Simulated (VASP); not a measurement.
# Si2Hg in VASP: further runs

The runs below take Si2Hg through single point, with PBE, LDA.

Everything below comes from runs of VASP 6.6.1. Logs are shortened: lines on timing, memory, paths and dates and some standing lists are left out, and cuts for length are marked.

**1. The cell of the first run**

The typed cell holds 3 atoms: a = 3.878 Å, b = 3.878 Å, c = 4.155 Å, α = 90.00°, β = 90.00°, γ = 60.00°.

**2. Single point, PBE**

INCAR

```
SYSTEM = Si2Hg
PREC = Accurate
ENCUT = 520
EDIFF = 1E-6
ISMEAR = 0
SIGMA = 0.271
LREAL = .FALSE.
LASPH = .TRUE.
NELM = 60
ALGO = Normal
ISIF = 2
LWAVE = .FALSE.
LCHARG = .TRUE.
GGA = PE
LELF = .TRUE.
LVHAR = .TRUE.
NBANDS = 17
```

KPOINTS

```
regular mesh
0
G
  5 5 4
  0 0 0
```

POSCAR

```
Si2Hg
1.0
    1.9392010000      3.3587890000      0.0000000000
   -1.9392010000      3.3587890000      0.0000000000
    0.0000000000      0.0000000000      4.1548910000
Si Hg
2 1
Direct
    0.3333000000      0.3334000000      0.5000000000
    0.6666000000      0.6667000000      0.5000000000
    0.0000000000      0.0000000000      0.0000000000
```

Potentials or basis: VASP PAW PBE potentials, release 64 (Si, Hg).

Run with:

```sh
> cat potpaw_PBE.64/Si/POTCAR potpaw_PBE.64/Hg/POTCAR > POTCAR
> mpirun -np 1 vasp_std > vasp.out
```

OUTCAR:

```text
SYSTEM = Si2Hg
   PREC = Accurate
   ENCUT = 520
   EDIFF = 1E-6
   ISMEAR = 0
   LREAL = .FALSE.
   LASPH = .TRUE.
   NELM = 60
   ISIF = 2
   GGA = PE

 ion  position               nearest neighbor table
   1  0.333  0.333  0.500-   2 2.24   2 2.24   2 2.24   3 3.05   3 3.05   3 3.05   3 3.05   3 3.05
                             3 3.05
   2  0.667  0.667  0.500-   1 2.24   1 2.24   1 2.24   3 3.05   3 3.05   3 3.05   3 3.05   3 3.05
                             3 3.05
   3  0.000  0.000  0.000-   2 3.05   2 3.05   1 3.05   1 3.05   1 3.05   2 3.05   1 3.05   2 3.05
                             2 3.05   2 3.05   1 3.05   1 3.05

  LATTYP: Found a hexagonal cell.
 ALAT       =     3.8783971000
 C/A-ratio  =     1.0712907660

  Lattice vectors:

 A1 = (   1.9392010000,  -3.3587890000,   0.0000000000)
 A2 = (   1.9392010000,   3.3587890000,   0.0000000000)
 A3 = (   0.0000000000,   0.0000000000,   4.1548910000)

Analysis of symmetry for initial positions (statically):
=====================================================================
 Subroutine PRICEL returns:
 Original cell was already a primitive cell.

 Routine SETGRP: Setting up the symmetry group for a
 hexagonal supercell.

 Subroutine GETGRP returns: Found  4 space group operations
 (whereof  4 operations were pure point group operations)
 out of a pool of 24 trial point group operations.

The static configuration has the point symmetry C_2v.

Analysis of symmetry for dynamics (positions and initial velocities):
=====================================================================
 Subroutine PRICEL returns:
 Original cell was already a primitive cell.

 Routine SETGRP: Setting up the symmetry group for a
 hexagonal supercell.

 Subroutine GETGRP returns: Found  4 space group operations
 (whereof  4 operations were pure point group operations)
 out of a pool of 24 trial point group operations.

The dynamic configuration has the point symmetry C_2v.

 Subroutine INISYM returns: Found  4 space group operations
 (whereof  4 operations are pure point group operations),
 and found     1 'primitive' translations

----------------------------------------------------------------------------------------

                                     Primitive cell

  volume of cell :      54.1247

  direct lattice vectors                    reciprocal lattice vectors
     1.939201000  3.358789000  0.000000000     0.257838151  0.148863177  0.000000000
    -1.939201000  3.358789000  0.000000000    -0.257838151  0.148863177  0.000000000
     0.000000000  0.000000000  4.154891000     0.000000000  0.000000000  0.240680201

  length of vectors
     3.878397100  3.878397100  4.154891000     0.297725977  0.297725977  0.240680201

  position of ions in fractional coordinates (direct lattice)
     0.333300000  0.333400000  0.500000000
     0.666600000  0.666700000  0.500000000
     0.000000000  0.000000000  0.000000000

  ion indices of the primitive-cell ions
   primitive index   ion index
                 1           1
                 2           2
                 3           3

----------------------------------------------------------------------------------------

 KPOINTS: regular mesh

Automatic generation of k-mesh.
 Grid dimensions read from file:
 generate k-points for:    5    5    4

 Generating k-lattice:

  Cartesian coordinates                     Fractional coordinates (reciprocal lattice)
     0.051567630  0.029772635  0.000000000     0.200000000 -0.000000000  0.000000000
    -0.051567630  0.029772635  0.000000000    -0.000000000  0.200000000  0.000000000
     0.000000000  0.000000000  0.060170050     0.000000000  0.000000000  0.250000000

  Length of vectors
     0.059545195  0.059545195  0.060170050

  Shift w.r.t. Gamma in fractional coordinates (k-lattice)
     0.000000000  0.000000000  0.000000000

 Subroutine IBZKPT returns following result:
 ===========================================

 Found     27 irreducible k-points:

 Following reciprocal coordinates:
            Coordinates               Weight
  0.000000  0.000000  0.000000      1.000000
  0.200000 -0.000000  0.000000      4.000000
  0.200000  0.200000  0.000000      2.000000
  0.400000  0.000000  0.000000      4.000000
  0.400000  0.400000  0.000000      2.000000
  0.400000  0.200000  0.000000      4.000000
[... 16 lines left out ...]
  0.400000  0.400000  0.500000      2.000000
  0.400000  0.200000  0.500000      4.000000
 [... further k-points ...]
   k-points           NKPTS =     27   k-points in BZ     NKDIM =     27   number of bands    NBANDS=     17
   number of dos      NEDOS =    301   number of ions     NIONS =      3
   total plane-waves  NPLWV =  28800
   dimension x,y,z NGX =    30 NGY =   30 NGZ =   32
   dimension x,y,z NGXF=    60 NGYF=   60 NGZF=   64
   ions per type =               2   1
   NGX,Y,Z   is equivalent  to a cutoff of  12.86, 12.86, 12.80 a.u.
   NGXF,Y,Z  is equivalent  to a cutoff of  25.72, 25.72, 25.61 a.u.
 SYSTEM =  Si2Hg
   PREC   = accura    normal or accurate (medium, high low for compatibility)
   ISTART =      0    job   : 0-new  1-cont  2-samecut
   ICHARG =      2    charge: 1-file 2-atom 10-const
   ISPIN  =      1    spin polarized calculation?
   LNONCOLLINEAR =      F non collinear calculations
   LSORBIT =      F    spin-orbit coupling
   LASPH  =      T    aspherical Exc in radial PAW
   ENCUT  =  520.0 eV  38.22 Ry    6.18 a.u.   7.21  7.21  7.73*2*pi/ulx,y,z
   NELM   =     60;   NELMIN=  2; NELMDL= -5     # of ELM steps
   EDIFF  = 0.1E-05   stopping-criterion for ELM
   LREAL  =      F    real-space projection
   EDIFFG = 0.1E-04   stopping-criterion for IOM
   NSW    =      0    number of steps for IOM
   IBRION =     -1    ionic relax: 0-MD 1-quasi-New 2-CG
   NFREE  =      0    steps in history (QN), initial steepest desc. (CG)
   ISIF   =      2    stress and relaxation
   ISYM   =      2    0-nonsym 1-usesym 2-fastsym
   POTIM  = 0.5000    time-step for ionic-motion
   TEBEG  =    0.0;   TEEND  =   0.0 temperature during run
   PSTRESS=    0.0 pullay stress
   NELECT =      20.0000    total number of electrons
   NUPDOWN=      -1.0000    fix difference up-down
   EMIN   =  10.00;   EMAX   =-10.00  energy-range for DOS
   EFERMI =   0.00;   METHOD = LEGACY
   ISMEAR =     0;   SIGMA  =   0.27  broadening in eV -4-tet -1-fermi 0-gaus
   EFERMI_NEDOS =   21; number of points for ismear=-14 and -15
   IALGO  =     38    algorithm
   IMIX   =      4    mixing-type and parameters
     AMIX     =   0.40;   BMIX     =  1.00
     AMIX_MAG =   1.60;   BMIX_MAG =  1.00
  volume/ion in A,a.u.               =      18.04       121.75
  Fermi-wavevector in a.u.,A,eV,Ry     =   1.174771  2.219995 18.777212  1.380086
  Thomas-Fermi vector in A             =   2.311162
   LORBIT       =      0    0 simple, 1 ext, 2 COOP (PROOUT), +10 PAW based schemes
   GGA     = PE    functional components
   LHFCALC =     F    Hartree Fock is set to
   AEXX    =    0.0000 exact exchange contribution
   IVDW    =     0    specifies the selected vdW correction
   LEPSILON=     F    determine dielectric tensor
   LRPA    =     F    only Hartree local field effects (RPA)
 non-spin polarized calculation
 Gauss-broadening in eV      SIGMA  =   0.27
  energy-cutoff  :      520.00
  volume of cell :       54.12
 maximum number of plane-waves:      1464
 NGX is ok and might be reduce to    30
   NGX = 15   NGY = 15   NGZ = 15

 number of electron      19.9999995 magnetization

 Free energy of the ion-electron system (eV)
  ---------------------------------------------------
  ext. energy  EPLUGINS =         0.00000000
  ---------------------------------------------------
  free energy    TOTEN  =        -9.34012604 eV

  energy without entropy =       -9.29316899  energy(sigma->0) =       -9.31664752

 E-fermi :   6.7671     XC(G=0): -10.8295

 val. band max:        6.6617218215   @ k =  -0.2000   0.2000   0.5000
 cond. band min:       6.9867982690   @ k =  -0.2000   0.2000   0.2500
 fundamental gap:      0.3250764475
 Fermi energy:         6.7670723661

 k-point     1 :       0.0000    0.0000    0.0000
  band No.  band energies     occupation
      1      -6.3833      2.00000
      2      -0.8146      2.00000
      3      -0.6654      2.00000
      4      -0.6653      2.00000
      5      -0.4114      2.00000
      6      -0.4113      2.00000
[... 9 lines left out ...]
     16      14.7016      0.00000
     17      14.7028      0.00000

 k-point     2 :       0.2000   -0.0000    0.0000
  band No.  band energies     occupation
      1      -5.8736      2.00000
      2      -0.9023      2.00000
      3      -0.7343      2.00000
      4      -0.6456      2.00000
      5      -0.5088      2.00000
      6      -0.4439      2.00000
[... 9 lines left out ...]
     16      14.5460      0.00000
     17      15.1716      0.00000

 k-point     3 :       0.2000    0.2000    0.0000
  band No.  band energies     occupation
      1      -5.8736      2.00000
      2      -0.9024      2.00000
      3      -0.7343      2.00000
      4      -0.6455      2.00000
      5      -0.5087      2.00000
      6      -0.4440      2.00000
[... 9 lines left out ...]
     16      14.5468      0.00000
     17      15.1723      0.00000

 k-point     4 :       0.4000    0.0000    0.0000
  band No.  band energies     occupation
      1      -4.4113      2.00000
      2      -2.1713      2.00000
      3      -0.9256      2.00000
      4      -0.8314      2.00000
      5      -0.4960      2.00000
      6      -0.2021      2.00000
[... 9 lines left out ...]
     16      14.3440      0.00000
     17      14.8320      0.00000
[... 343 lines left out ...]
      1      -4.1486      2.00000
      2      -1.3927      2.00000
      3      -0.9359      2.00000
      4      -0.9237      2.00000
      5      -0.2431      2.00000
      6      -0.1672      2.00000
[... 9 lines left out ...]
     16      15.7270      0.00000
     17      15.9030      0.00000

 k-point    23 :       0.4000    0.4000    0.5000
  band No.  band energies     occupation
      1      -4.1481      2.00000
      2      -1.3937      2.00000
      3      -0.9359      2.00000
      4      -0.9239      2.00000
      5      -0.2431      2.00000
      6      -0.1672      2.00000
[... 9 lines left out ...]
     16      15.7272      0.00000
     17      15.9030      0.00000

 k-point    24 :       0.4000    0.2000    0.5000
  band No.  band energies     occupation
      1      -4.4020      2.00000
      2      -1.4304      2.00000
      3      -0.6766      2.00000
      4      -0.5855      2.00000
      5      -0.4793      2.00000
      6      -0.2243      2.00000
[... 9 lines left out ...]
     16      14.6229      0.00000
     17      15.5808      0.00000

 [... further k-points ...]
[... 5 lines left out ...]
  --------------------------------------------------------------------------------------
  -------------------------------------------------------------------------------------
  Total        5.3535860      5.3619068      2.6671410      0.0000000      0.0000000      0.0000000
  in kB      158.4747892    158.7210989     78.9516798      0.0000000      0.0000000      0.0000000
  external PRESSURE =     132.0491893 kB  Pullay stress =       0.0000000 kB

 VOLUME and BASIS-vectors are now :
 -----------------------------------------------------------------------------
  energy-cutoff  :      520.00
  volume of cell :       54.12
      direct lattice vectors                 reciprocal lattice vectors
     1.939201000  3.358789000  0.000000000     0.257838151  0.148863177  0.000000000
    -1.939201000  3.358789000  0.000000000    -0.257838151  0.148863177  0.000000000
     0.000000000  0.000000000  4.154891000     0.000000000  0.000000000  0.240680201

 POSITION                                       TOTAL-FORCE (eV/Angst)
 -----------------------------------------------------------------------------------
     -0.00019      2.23930      2.07745         0.000123     -0.003696      0.000000
     -0.00019      4.47827      2.07745         0.000123      0.003696      0.000000
      0.00000      0.00000      0.00000        -0.000246      0.000000      0.000000
 -----------------------------------------------------------------------------------
    total drift:                                0.000002     -0.000000      0.000000

  FREE ENERGIE OF THE ION-ELECTRON SYSTEM (eV)
  ---------------------------------------------------
  free  energy   TOTEN  =        -9.3401260433 eV

  energy  without entropy=       -9.2931689926  energy(sigma->0) =       -9.31664752
```

Wall time 9.4 s (1 thread of Intel Xeon 6975P-C (Granite Rapids), shared host); peak memory 0.18 GiB.

Results:

- Free energy: -9.3401 eV
- Pressure: 13.2 GPa
- Largest force: 0.004 eV/Å
- Band gap on the k mesh: zero (band 10 reaches 7.77 eV, above the bottom of band 11 at 5.80 eV)

Forces on the atoms (eV/Å):
```
Si   0.000 -0.004  0.000
Si   0.000  0.004  0.000
Hg   0.000  0.000  0.000
```

Stress tensor (GPa, compression positive):
```
15.85  0.00  0.00
 0.00 15.87  0.00
 0.00  0.00  7.90
```

Caveat: the k points lie up to 0.38 Å⁻¹ apart; spin-orbit coupling is left out, which moves the levels of the heavy elements.

(Part 1 of 2 ends here.)
